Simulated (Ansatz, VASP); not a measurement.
# One calculation of SnSe, two programs

Contents of POSCAR:

```
SnSe
1.0
    0.0000000000      3.0021131538      3.0021131538
    3.0021131538      0.0000000000      3.0021131538
    3.0021131538      3.0021131538      0.0000000000
Sn Se
1 1
Direct
    0.0000000000      0.0000000000      0.0000000000
    0.5000000000      0.5000000000      0.5000000000
```

File INCAR.step1:

```
ALGO = Normal
EDIFF = 1E-5
ENCUT = 520
GGA = PE
ISIF = 2
ISMEAR = -1
LASPH = T
LCHARG = F
LREAL = F
LWAVE = T
NBANDS = 17
NELM = 60
PREC = Accurate
SIGMA = 0.02
```

Contents of INCAR.step2:

```
ALGO = Normal
EDIFF = 1E-6
ENCUT = 520
GGA = PE
HFSCREEN = 0.2079
ISIF = 2
ISMEAR = -1
ISTART = 1
LASPH = T
LCHARG = F
LHFCALC = T
LREAL = F
LWAVE = F
NBANDS = 17
NELM = 60
PREC = Accurate
PRECFOCK = Normal
SIGMA = 0.02
```

File KPOINTS:

```
k-points
0
Gamma
  6 6 6
```

Input for Ansatz:

```yaml
crystal:
  lattice:
    - [0.0, 3.0021131538, 3.0021131538]
    - [3.0021131538, 0.0, 3.0021131538]
    - [3.0021131538, 3.0021131538, 0.0]
  atoms:
    - { symbol: Sn, position: [0.0, 0.0, 0.0] }
    - { symbol: Se, position: [0.5, 0.5, 0.5] }
kpoints:
  mp_grid: { grid: [6, 6, 6] }
  band_path:
    path:
      - [0.0, 0.0, 0.0]
      - [0.5, 0.0, 0.5]
      - [0.625, 0.25, 0.625]
      - [0.375, 0.375, 0.75]
      - [0.5, 0.5, 0.5]
      - [0.5, 0.25, 0.75]
      - [-0.052246, -0.051758, 0.484131]
      - [-0.057292, -0.041911, 0.479818]
      - [0.5, 0.475, 0.525]
    npoints: 1
hamiltonian:
  xc: hse06
scf:
  occupations: { method: fermi_dirac, width: 0.02 }
  n_extra_bands: 4
output:
  forces: true
  stress: true
  eigenvalues: true
```

Alike in both runs: task single point; functional HSE06; k mesh 6 × 6 × 6; occupations fermi-dirac, width 0.02 eV; no spin polarisation.

|  | VASP | Ansatz |
| --- | --- | --- |
| version | VASP 6.6.1 | Ansatz 0.2.0 |
| potentials or method | VASP PAW PBE potentials, release 64 (Sn_d, Se) | plane waves, PAW |
| plane-wave cutoff (eV) | 520 | 420 |
| valence electrons in the cell | 20 | 30 |

|  | VASP | Ansatz | Ansatz less VASP |
| --- | --- | --- | --- |
| pressure (GPa) | -0.3 | -0.2 | +0.07 |

The functional is the same, so the differences come from potentials, cutoffs and numerics. VASP's potentials hold 20 valence electrons a cell and Ansatz's 30, so a difference there can come from the potentials and not from the codes. Ansatz's warnings: stress exchange threshold loose, stress scf threshold loose.
